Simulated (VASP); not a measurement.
# TaN in VASP: further runs, part 2 of 2

VASP 6.6.1. The steps go on from the part before.

## Step 3: Electric field gradients, PBEsol (zz strain of -1 %)

Input file INCAR:

```
SYSTEM = TaN
  PREC = Accurate
  ENCUT = 520
  EDIFF = 1E-8
  ISMEAR = -1
  SIGMA = 0.02
  LREAL = .False.
  LASPH = .True.
  NELM = 120
  ALGO = Normal
  ISIF = 2
  LWAVE = .False.
  LCHARG = .False.
  GGA = PS
  LEFG = .True.
  NBANDS = 15
  GGA_COMPAT = .False.
```

Input file KPOINTS:

```
Automatic mesh
0
Gamma
  9 9 9
  0 0 0
```

Input file POSCAR:

```
TaN
1.0
    0.0000000000      2.1790000000      2.1572100000
    2.1790000000      0.0000000000      2.1572100000
    2.1790000000      2.1790000000      0.0000000000
Ta N
1 1
Direct
    0.5000000000      0.5000000000      0.5000000000
    0.0000000000      0.0000000000      0.0000000000
```

Potentials or basis: VASP PAW PBE potentials, release 64 (Ta_pv, N).

Started as:

```console
> cat potpaw_PBE.64/Ta_pv/POTCAR potpaw_PBE.64/N/POTCAR > POTCAR
> mpirun -np 1 vasp_std > vasp.out
```

OUTCAR:

```text
SYSTEM = TaN
   PREC = Accurate
   ENCUT = 520
   EDIFF = 1E-8
   ISMEAR = -1
   LREAL = .False.
   LASPH = .True.
   NELM = 120
   ISIF = 2
   GGA = PS

 ion  position               nearest neighbor table
   1  0.500  0.500  0.500-   2 2.16   2 2.16   2 2.18   2 2.18   2 2.18   2 2.18
   2  0.000  0.000  0.000-   1 2.16   1 2.16   1 2.18   1 2.18   1 2.18   1 2.18

  LATTYP: Found a body centered tetragonal cell.
 ALAT       =     3.0815713524
 C/A-ratio  =     1.4000714267

  Lattice vectors:

 A1 = (   0.0000000000,  -2.1790000000,  -2.1572100000)
 A2 = (   0.0000000000,   2.1790000000,  -2.1572100000)
 A3 = (   2.1790000000,   0.0000000000,   2.1572100000)

Analysis of symmetry for initial positions (statically):
=====================================================================
 Subroutine PRICEL returns:
 Original cell was already a primitive cell.

 Routine SETGRP: Setting up the symmetry group for a
 body centered tetragonal supercell.

 Subroutine GETGRP returns: Found 16 space group operations
 (whereof 16 operations were pure point group operations)
 out of a pool of 16 trial point group operations.

The static configuration has the point symmetry D_4h.

Analysis of symmetry for dynamics (positions and initial velocities):
=====================================================================
 Subroutine PRICEL returns:
 Original cell was already a primitive cell.

 Routine SETGRP: Setting up the symmetry group for a
 body centered tetragonal supercell.

 Subroutine GETGRP returns: Found 16 space group operations
 (whereof 16 operations were pure point group operations)
 out of a pool of 16 trial point group operations.
[... 577 lines left out ...]
      7       5.0244      2.00000
      8       5.0244      2.00000
      9      11.9339      0.00000
     10      13.5400      0.00000
     11      13.5400      0.00000
     12      14.6031      0.00000
     13      17.4202      0.00000
     14      19.2812      0.00000
     15      22.2647      0.00000

 [... further k-points ...]

------------------------ aborting loop because EDIFF is reached ----------------------------------------

  FORCE on cell =-STRESS in cart. coord.  units (eV):
  Direction    XX          YY          ZZ          XY          YZ          ZX
  --------------------------------------------------------------------------------------
  -------------------------------------------------------------------------------------
  Total        0.8501887      0.8501887      1.9201202      0.0000000      0.0000000      0.0000000
  in kB       66.4950055     66.4950055    150.1765511      0.0000000      0.0000000      0.0000000
  external PRESSURE =      94.3888540 kB  Pullay stress =       0.0000000 kB

 VOLUME and BASIS-vectors are now :
 -----------------------------------------------------------------------------
  energy-cutoff  :      520.00
  volume of cell :       20.49
      direct lattice vectors                 reciprocal lattice vectors
     0.000000000  2.179000000  2.157210000    -0.229463056  0.229463056  0.231780865
     2.179000000  0.000000000  2.157210000     0.229463056 -0.229463056  0.231780865
     2.179000000  2.179000000  0.000000000     0.229463056  0.229463056 -0.231780865

 POSITION                                       TOTAL-FORCE (eV/Angst)
 -----------------------------------------------------------------------------------
      2.17900      2.17900      2.15721         0.000000      0.000000      0.000000
      0.00000      0.00000      0.00000         0.000000      0.000000      0.000000
 -----------------------------------------------------------------------------------
    total drift:                                0.000000     -0.000000     -0.000000

  FREE ENERGIE OF THE ION-ELECTRON SYSTEM (eV)
  ---------------------------------------------------
  free  energy   TOTEN  =       -23.1954784185 eV

  energy  without entropy=      -23.1940659156  energy(sigma->0) =      -23.19477217

 Electric field gradients (V/A^2)
---------------------------------------------------------------------
 ion       V_xx      V_yy      V_zz      V_xy      V_xz      V_yz
---------------------------------------------------------------------
   1      24.895    24.895   -49.790     0.000     0.000     0.000
   2       1.922     1.922    -3.843    -0.000    -0.000    -0.000
---------------------------------------------------------------------

 Electric field gradients after diagonalization (V/A^2)
 (convention: |V_zz| > |V_xx| > |V_yy|)
----------------------------------------------------------------------
 ion       V_xx      V_yy      V_zz     asymmetry (V_yy - V_xx)/ V_zz
----------------------------------------------------------------------
   1      24.895    24.895   -49.790       0.000
   2       1.922     1.922    -3.843       0.000
----------------------------------------------------------------------

           NMR quadrupolar parameters

 Cq : quadrupolar parameter    Cq=e*Q*V_zz/h
 eta: asymmetry parameters     (V_yy - V_xx)/ V_zz
 Q  : nuclear electric quadrupole moment in mb (millibarn)
----------------------------------------------------------------------
 ion       Cq(MHz)       eta       Q (mb)
----------------------------------------------------------------------
   1      -0.120       0.000       1.000
   2      -0.009       0.000       1.000
----------------------------------------------------------------------
```

OSZICAR:

```text
N       E                     dE             d eps       ncg     rms          rms(c)
DAV:   1     0.896559910804E+02    0.89656E+02   -0.88225E+03  2258   0.114E+03
DAV:   2    -0.231368230539E+02   -0.11279E+03   -0.10621E+03  2747   0.308E+02
DAV:   3    -0.259712674606E+02   -0.28344E+01   -0.28227E+01  2460   0.454E+01
DAV:   4    -0.259823032472E+02   -0.11036E-01   -0.11032E-01  2909   0.303E+00
DAV:   5    -0.259823652507E+02   -0.62003E-04   -0.62001E-04  2565   0.206E-01    0.263E+01
DAV:   6    -0.232943210552E+02    0.26880E+01   -0.47714E+00  2744   0.253E+01    0.112E+01
DAV:   7    -0.232325028882E+02    0.61818E-01   -0.47821E-01  2698   0.562E+00    0.751E+00
DAV:   8    -0.232018175299E+02    0.30685E-01   -0.14670E-01  2579   0.307E+00    0.162E+00
DAV:   9    -0.231956863105E+02    0.61312E-02   -0.17859E-02  2502   0.107E+00    0.355E-01
DAV:  10    -0.231955259431E+02    0.16037E-03   -0.11370E-03  2649   0.379E-01    0.754E-02
DAV:  11    -0.231954797527E+02    0.46190E-04   -0.97484E-05  2537   0.111E-01    0.233E-02
DAV:  12    -0.231954786627E+02    0.10900E-05   -0.67748E-06  2558   0.244E-02    0.289E-03
DAV:  13    -0.231954784124E+02    0.25030E-06   -0.40870E-07  2593   0.508E-03    0.243E-03
DAV:  14    -0.231954784242E+02   -0.11724E-07   -0.18428E-08  2361   0.125E-03    0.362E-04
DAV:  15    -0.231954784185E+02    0.56489E-08   -0.13442E-09  1328   0.438E-04
   1 F= -.23195478E+02 E0= -.23194772E+02  d E =-.141250E-02
```

stdout:

```text
POSCAR found type information on POSCAR TaN
 POSCAR found :  2 types and       2 ions
 scaLAPACK will be used
 -----------------------------------------------------------------------------
|                                                                             |
|                                                                             |
|     You enforced a specific xc type in the INCAR file but a different       |
|     I HOPE YOU KNOW WHAT YOU ARE DOING!                                     |
|                                                                             |
 -----------------------------------------------------------------------------

 LDA part: xc-table for (Slater+PW92), standard interpolation
 POSCAR, INCAR and KPOINTS ok, starting setup
 FFT: planning ... GRIDC
 FFT: planning ... GRID_SOFT
 FFT: planning ... GRID
 WAVECAR not read
 entering main loop
ion   1

ion   2
```

Wall time 17 s (1 thread of Intel Xeon 6975P-C, shared host); peak memory 0.16 GiB.

What came out:

| Item | Value |
| --- | --- |
| Free energy | -23.1955 eV |
| Pressure | 9.4 GPa |
| Band gap on the k mesh | zero (band 8 reaches 11.44 eV, above the bottom of band 9 at 7.53 eV) |

Electric field gradients, principal values (V/Å²):
```csv
atom,least,middle,greatest (by size)
1 Ta,24.895,24.895,-49.790
2 N,1.922,1.922,-3.843
```

Caveat: the cell differs from its parent crystal (zz strain of -1 %); without QUAD_EFG the Cq values of the log hold for a quadrupole moment of 1 mb, not for the nuclei; the PAW data sets were made with another functional, which shifts forces and pressure a little; spin-orbit coupling is left out, which moves the levels of the heavy elements.
